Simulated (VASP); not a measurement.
Sb: density of states with PBE

The system is Sb.

```
CELL_PARAMETERS angstrom
4.31775 0.00000 0.00000
-2.15887 3.73928 0.00000
0.00000 0.00000 2.56644
ATOMIC_POSITIONS crystal
Sb 0.00000 0.00000 0.00000
Sb 0.33333 0.66667 0.50000
Sb 0.66667 0.33333 0.50000
```

This cell differs from its parent crystal: volume scaled by 0.5.

```yaml
Program: VASP 6.6.1
Task: density of states
Functional: PBE
Potentials_or_basis: VASP PAW PBE potentials, release 64 (Sb)
Cutoff: 520 eV
k_mesh: 7 × 7 × 9
Occupations: fermi-dirac, width 0.1 eV
Spin: no spin polarisation
Dipole_correction: no
k_mesh_for_the_DOS: 11 × 11 × 14
Occupations_for_the_DOS: tetrahedron
Further_INCAR_settings: ALGO = Normal; EDIFF = 1e-07
```

- Valence electrons inside the program's atomic spheres: Sb 2.99, 3.05

Levels at points of the mesh, in eV from the Fermi level:
```csv
k point,band 5,band 6,band 7,band 8,band 9,band 10,band 11
"(0.00, 0.00, 0.00)",-8.36,-8.16,-8.16,2.05,6.97,10.41,11.13
"(0.00, 0.00, 0.50)",-4.45,-4.06,-2.46,-2.46,-2.32,-1.39,-0.86
```

It took 22 s on 1 thread of Intel(R) Xeon(R) 6975P-C (Granite Rapids), with other jobs on the host, peak memory 0.18 GiB.

Caveat: the bands computed are all filled at some k points, so no gap is given; spin-orbit coupling is left out, which moves the levels of the heavy elements.
